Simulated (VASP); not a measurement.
# Sr2OsSO6 (Fm-3m) in VASP: single point with PBE+D3(BJ)

Aim: the single point of Sr2OsSO6 with PBE+D3(BJ).

All numbers are computed with VASP 6.6.1; they aren't measurements. Logs are shortened: lines on timing, memory, paths and dates and some standing lists are left out, and cuts for length are marked.

## Step 1: The cell of the first run

Symmetry: Fm-3m, No. 225, cubic system. The conventional cell has a = 8.005 Å, b = 8.005 Å, c = 8.005 Å, α = 90.00°, β = 90.00°, γ = 90.00°. Within 2.8 Å of S (site symmetry m-3m) lie 6 O at 2.14 Å. Sr (site symmetry -43m) has 12 O at 2.83 Å and 4 S at 3.47 Å and 4 Os at 3.47 Å within 3.7 Å. Os (site symmetry m-3m) has 6 O at 1.87 Å within 2.5 Å. Within 2.5 Å of O (site symmetry 4mm) lie 1 Os at 1.87 Å and 1 S at 2.14 Å.

## Step 2: Single point, PBE+D3(BJ)

The input, INCAR:

```
ALGO = Normal
EDIFF = 1E-6
ENCUT = 520
GGA = PE
ISIF = 2
ISMEAR = -1
IVDW = 12
LASPH = T
LCHARG = F
LREAL = F
LWAVE = F
NBANDS = 46
NELM = 100
PREC = Accurate
SIGMA = 0.1
```

The input, KPOINTS:

```
k-points
0
Gamma
  4 4 4
```

The input, POSCAR:

```
Sr2OsSO6
1.0
    0.0000000000      4.0024200000      4.0024200000
    4.0024200000      0.0000000000      4.0024200000
    4.0024200000      4.0024200000      0.0000000000
S Sr Os O
1 2 1 6
Direct
    0.5000000000      0.5000000000      0.5000000000
    0.2500000000      0.2500000000      0.2500000000
    0.7500000000      0.7500000000      0.7500000000
    0.0000000000      0.0000000000      0.0000000000
    0.7670000000      0.2330000000      0.2330000000
    0.2330000000      0.7670000000      0.2330000000
    0.2330000000      0.7670000000      0.7670000000
    0.7670000000      0.2330000000      0.7670000000
    0.2330000000      0.2330000000      0.7670000000
    0.7670000000      0.7670000000      0.2330000000
```

Potentials or basis: VASP PAW PBE potentials, release 64 (S, Sr_sv, Os, O).

Command:

```console
cat potpaw_PBE.64/S/POTCAR potpaw_PBE.64/Sr_sv/POTCAR potpaw_PBE.64/Os/POTCAR potpaw_PBE.64/O/POTCAR > POTCAR
mpirun -np 1 vasp_std > vasp.out
```

OUTCAR:

```text
EDIFF = 1E-6
   ENCUT = 520
   GGA = PE
   ISIF = 2
   ISMEAR = -1
   IVDW = 12
   LASPH = T
   LREAL = F
   NELM = 100
   PREC = Accurate
 IVDW          = 12

 ion  position               nearest neighbor table
   1  0.500  0.500  0.500-   5 2.14   6 2.14   7 2.14   8 2.14   9 2.14  10 2.14   2 3.47   2 3.47
                             2 3.47   3 3.47   3 3.47   3 3.47   3 3.47   2 3.47
   2  0.250  0.250  0.250-   5 2.83   8 2.83  10 2.83   6 2.83   7 2.83  10 2.83   7 2.83   8 2.83
                             9 2.83   5 2.83   6 2.83   9 2.83   4 3.47   4 3.47   4 3.47   1 3.47
   3  0.750  0.750  0.750-   7 2.83   8 2.83  10 2.83   5 2.83   6 2.83  10 2.83   5 2.83   8 2.83
                             9 2.83   6 2.83   7 2.83   9 2.83   1 3.47   1 3.47   4 3.47   1 3.47
   4  0.000  0.000  0.000-   5 1.87   6 1.87   7 1.87   8 1.87   9 1.87  10 1.87   3 3.47   3 3.47
                             3 3.47   2 3.47   2 3.47   2 3.47   3 3.47   2 3.47
   5  0.767  0.233  0.233-   4 1.87   1 2.14   3 2.83   2 2.83   3 2.83   2 2.83
   6  0.233  0.767  0.233-   4 1.87   1 2.14   3 2.83   2 2.83   3 2.83   2 2.83
   7  0.233  0.767  0.767-   4 1.87   1 2.14   3 2.83   3 2.83   2 2.83   2 2.83
   8  0.767  0.233  0.767-   4 1.87   1 2.14   3 2.83   3 2.83   2 2.83   2 2.83
   9  0.233  0.233  0.767-   4 1.87   1 2.14   3 2.83   2 2.83   3 2.83   2 2.83
  10  0.767  0.767  0.233-   4 1.87   1 2.14   3 2.83   3 2.83   2 2.83   2 2.83

  LATTYP: Found a face centered cubic cell.
 ALAT       =     8.0048400000

  Lattice vectors:

 A1 = (   0.0000000000,   4.0024200000,   4.0024200000)
 A2 = (   4.0024200000,   0.0000000000,   4.0024200000)
 A3 = (   4.0024200000,   4.0024200000,   0.0000000000)

Analysis of symmetry for initial positions (statically):
=====================================================================
 Subroutine PRICEL returns:
 Original cell was already a primitive cell.

 Routine SETGRP: Setting up the symmetry group for a
 face centered cubic supercell.

 Subroutine GETGRP returns: Found 48 space group operations
 (whereof 48 operations were pure point group operations)
 out of a pool of 48 trial point group operations.

The static configuration has the point symmetry O_h .

Analysis of symmetry for dynamics (positions and initial velocities):
=====================================================================
 Subroutine PRICEL returns:
 Original cell was already a primitive cell.

 Routine SETGRP: Setting up the symmetry group for a
 face centered cubic supercell.

 Subroutine GETGRP returns: Found 48 space group operations
 (whereof 48 operations were pure point group operations)
 out of a pool of 48 trial point group operations.

[... 111 lines left out ...]
   NUPDOWN=      -1.0000    fix difference up-down
   EMIN   =  10.00;   EMAX   =-10.00  energy-range for DOS
   EFERMI =   0.00;   METHOD = LEGACY
   ISMEAR =    -1;   SIGMA  =   0.10  broadening in eV -4-tet -1-fermi 0-gaus
   EFERMI_NEDOS =   21; number of points for ismear=-14 and -15
   IALGO  =     38    algorithm
   IMIX   =      4    mixing-type and parameters
     AMIX     =   0.40;   BMIX     =  1.00
     AMIX_MAG =   1.60;   BMIX_MAG =  1.00
  volume/ion in A,a.u.               =      12.82        86.54
  Fermi-wavevector in a.u.,A,eV,Ry     =   1.337955  2.528368 24.356111  1.790124
  Thomas-Fermi vector in A             =   2.466463
   LORBIT       =      0    0 simple, 1 ext, 2 COOP (PROOUT), +10 PAW based schemes
   GGA     = PE    functional components
   LHFCALC =     F    Hartree Fock is set to
   AEXX    =    0.0000 exact exchange contribution
   IVDW    =    12    specifies the selected vdW correction
   LEPSILON=     F    determine dielectric tensor
   LRPA    =     F    only Hartree local field effects (RPA)
 non-spin polarized calculation
  energy-cutoff  :      520.00
  volume of cell :      128.23
 maximum number of plane-waves:      3479
   NGX = 21   NGY = 21   NGZ = 21

 number of electron      69.9999990 magnetization

 Free energy of the ion-electron system (eV)
  ---------------------------------------------------
  ext. energy  EPLUGINS =         0.00000000
  ---------------------------------------------------
  free energy    TOTEN  =       -60.89235782 eV

  energy without entropy =      -60.69509560  energy(sigma->0) =      -60.79372671

 E-fermi :   5.5213     XC(G=0): -10.9465

 val. band max:        5.4730883542   @ k =  -0.2500   0.2500   0.0000
 cond. band min:       5.5225306776   @ k =  -0.2500   0.5000   0.2500
 fundamental gap:      0.0494423234
 Fermi energy:         5.5212920789

 k-point     1 :       0.0000    0.0000    0.0000
  band No.  band energies     occupation
      1     -29.7311      2.00000
      2     -29.6887      2.00000
      3     -15.1332      2.00000
      4     -13.7878      2.00000
      5     -13.7878      2.00000
      6     -13.3156      2.00000
[... 381 lines left out ...]
     45      11.3046      0.00000
     46      11.3240      0.00000

------------------------ aborting loop because EDIFF is reached ----------------------------------------

 Edisp (eV)   -2.23194

 E8    (eV) :    -0.9465

  FORCE on cell =-STRESS in cart. coord.  units (eV):
  Direction    XX          YY          ZZ          XY          YZ          ZX
  --------------------------------------------------------------------------------------
  -------------------------------------------------------------------------------------
  Total       9.01376     9.01376     9.01376    -0.00000    -0.00000     0.00000
  in kB     112.62082   112.62082   112.62082    -0.00000    -0.00000     0.00000
  external pressure =      112.62 kB  Pullay stress =        0.00 kB

 VOLUME and BASIS-vectors are now :
 -----------------------------------------------------------------------------
  energy-cutoff  :      520.00
  volume of cell :      128.23
      direct lattice vectors                 reciprocal lattice vectors
     0.000000000  4.002420000  4.002420000    -0.124924421  0.124924421  0.124924421
     4.002420000  0.000000000  4.002420000     0.124924421 -0.124924421  0.124924421
     4.002420000  4.002420000  0.000000000     0.124924421  0.124924421 -0.124924421

 POSITION                                       TOTAL-FORCE (eV/Angst)
 -----------------------------------------------------------------------------------
      4.00242      4.00242      4.00242         0.000000     -0.000000     -0.000000
      2.00121      2.00121      2.00121        -0.000000     -0.000000     -0.000000
      6.00363      6.00363      6.00363         0.000000     -0.000000      0.000000
      0.00000      0.00000      0.00000         0.000000     -0.000000     -0.000000
      1.86513      4.00242      4.00242         3.046478     -0.000000      0.000000
      4.00242      1.86513      4.00242         0.000000      3.046478      0.000000
      6.13971      4.00242      4.00242        -3.046478     -0.000000      0.000000
      4.00242      6.13971      4.00242         0.000000     -3.046478      0.000000
      4.00242      4.00242      1.86513         0.000000     -0.000000      3.046478
      4.00242      4.00242      6.13971         0.000000     -0.000000     -3.046478
 -----------------------------------------------------------------------------------
    total drift:                               -0.000000     -0.000000     -0.000000

  FREE ENERGIE OF THE ION-ELECTRON SYSTEM (eV)
  ---------------------------------------------------
  free  energy   TOTEN  =       -63.1243028032 eV

  energy  without entropy=      -62.9270405891  energy(sigma->0) =      -63.02567170
```

OSZICAR:

```text
N       E                     dE             d eps       ncg     rms          rms(c)
DAV:   1     0.482418181663E+03    0.48242E+03   -0.37571E+04   744   0.148E+03
DAV:   2    -0.322647545113E+02   -0.51468E+03   -0.49518E+03   914   0.369E+02
DAV:   3    -0.721290712883E+02   -0.39864E+02   -0.39171E+02  1010   0.934E+01
DAV:   4    -0.735267784186E+02   -0.13977E+01   -0.13893E+01  1136   0.162E+01
DAV:   5    -0.735670525004E+02   -0.40274E-01   -0.40225E-01  1026   0.197E+00    0.703E+01
DAV:   6    -0.690949313744E+02    0.44721E+01   -0.23230E+02  1040   0.454E+01    0.388E+01
DAV:   7    -0.614881296630E+02    0.76068E+01   -0.46823E+01  1108   0.353E+01    0.209E+01
DAV:   8    -0.612278619057E+02    0.26027E+00   -0.15662E+01   922   0.107E+01    0.150E+01
DAV:   9    -0.611218664989E+02    0.10600E+00   -0.70123E+00   886   0.648E+00    0.381E+00
DAV:  10    -0.609012793530E+02    0.22059E+00   -0.23382E+00   972   0.388E+00    0.198E+00
DAV:  11    -0.608947473473E+02    0.65320E-02   -0.45365E-02   868   0.104E+00    0.692E-01
DAV:  12    -0.608924414530E+02    0.23059E-02   -0.17843E-02  1060   0.383E-01    0.257E-01
DAV:  13    -0.608923631836E+02    0.78269E-04   -0.17951E-03   936   0.205E-01    0.119E-01
DAV:  14    -0.608923631141E+02    0.69462E-07   -0.80850E-05   964   0.441E-02    0.475E-02
DAV:  15    -0.608923597205E+02    0.33937E-05   -0.21285E-05   968   0.170E-02    0.231E-02
DAV:  16    -0.608923578443E+02    0.18762E-05   -0.95589E-06   794   0.771E-03    0.300E-03
DAV:  17    -0.608923578185E+02    0.25777E-07   -0.54870E-07   512   0.343E-03
   1 F= -.63124303E+02 E0= -.63025672E+02  d E =-.197262E+00
```

Run time: 52 s. Hardware: 1 thread of Intel Xeon Platinum 8488C (Sapphire Rapids), shared host; peak memory 0.29 GiB.

Results:

```yaml
Free_energy: -63.1243 eV
Pressure: 11.3 GPa
Largest_force: 3.046 eV/Å
Band_gap_on_the_k_mesh: zero (band 35 reaches 6.15 eV, above the bottom of band 36 at 4.89 eV)
Dispersion_energy_per_atom: -0.223 eV
```

Forces on the atoms (eV/Å):
```
S    0.000  0.000  0.000
Sr   0.000  0.000  0.000
Sr   0.000  0.000  0.000
Os   0.000  0.000  0.000
O    3.046  0.000  0.000
O    0.000  3.046  0.000
O   -3.046  0.000  0.000
O    0.000 -3.046  0.000
O    0.000  0.000  3.046
O    0.000  0.000 -3.046
```

Caveat: three body term missing; spin-orbit coupling is left out, which moves the levels of the heavy elements; pairwise dispersion overbinds metals, which lowers pressure and volume; forces of over 1 eV/Å act on the atoms, so gaps and moduli don't describe the material at rest.
